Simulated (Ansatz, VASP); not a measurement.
## Ni in VASP and in Ansatz

Contents of INCAR:

```
PREC     = Accurate       # precision mode
ENCUT    = 520            # plane-wave cutoff, eV
EDIFF    = 1E-6           # SCF threshold, eV
ISMEAR   = -1             # smearing method
SIGMA    = 0.1            # smearing width, eV
LREAL    = F              # projectors in reciprocal space
LASPH    = T              # aspherical terms in the spheres
NELM     = 150            # most SCF steps
ALGO     = Normal         # electronic algorithm
ISIF     = 2              # what is computed and relaxed
LWAVE    = F              # write WAVECAR
LCHARG   = F              # write CHGCAR
ISPIN    = 2              # spin polarisation
MAGMOM   = 1 1            # initial moments
LORBIT   = 11             # projections on sites
LMAXMIX  = 4              # l up to which the mixer works
GGA      = PS             # functional
NBANDS   = 21             # bands
```

Contents of KPOINTS:

```
regular mesh
0
Gamma
  16 16 9
```

POSCAR

```
Ni
1.0
    2.4480200000      0.0000000000      0.0000000000
   -1.2240100000      2.1200500000      0.0000000000
    0.0000000000      0.0000000000      4.0728100000
Ni
2
Direct
    0.3333333333      0.6666666667      0.2500000000
    0.6666666667      0.3333333333      0.7500000000
```

Input for Ansatz:

```yaml
crystal:
  lattice:
    - [2.44802, 0.0, 0.0]
    - [-1.22401, 2.12005, 0.0]
    - [0.0, 0.0, 4.07281]
  atoms:
    - { symbol: Ni, position: [0.3333333333333333, 0.6666666666666666, 0.25], spin: 1.0 }
    - { symbol: Ni, position: [0.6666666666666666, 0.3333333333333333, 0.75], spin: 1.0 }
basis:
  ecutwfc: 520.0
kpoints:
  mp_grid:
    grid: [16, 16, 9]
hamiltonian:
  xc: pbesol
  pseudopotentials:
    kind: paw
magnetization:
  spin_polarized: true
scf:
  occupations:
    method: fermi_dirac
    width: 0.1
```

Alike in both runs: task single point; functional PBEsol; k mesh 16 × 16 × 9; occupations fermi-dirac, width 0.1 eV; collinear spin.

|  | VASP | Ansatz |
| --- | --- | --- |
| version | VASP 6.6.1 | Ansatz 0.2.0 |
| potentials or method | VASP PAW PBE potentials, release 64 (Ni), cutoff 520 eV | plane waves, PAW |
| valence electrons in the cell | 20 | 36 |

VASP gave:

```
net moment per atom (μB)                                      : 0.60
size of the moment on the site where the two differ most (μB) : 0.61
```

Estimate Ansatz's values.

net moment per atom (μB): 0.62; size of the moment on the site where the two differ most (μB): 0.65.

VASP's potentials were made for PBE, not for PBEsol. Site moments also hang on the region over which each program counts them. The functional is the same, so the differences come from potentials, cutoffs and numerics. VASP's potentials hold 20 valence electrons a cell and Ansatz's 36, so a difference there can come from the potentials and not from the codes.
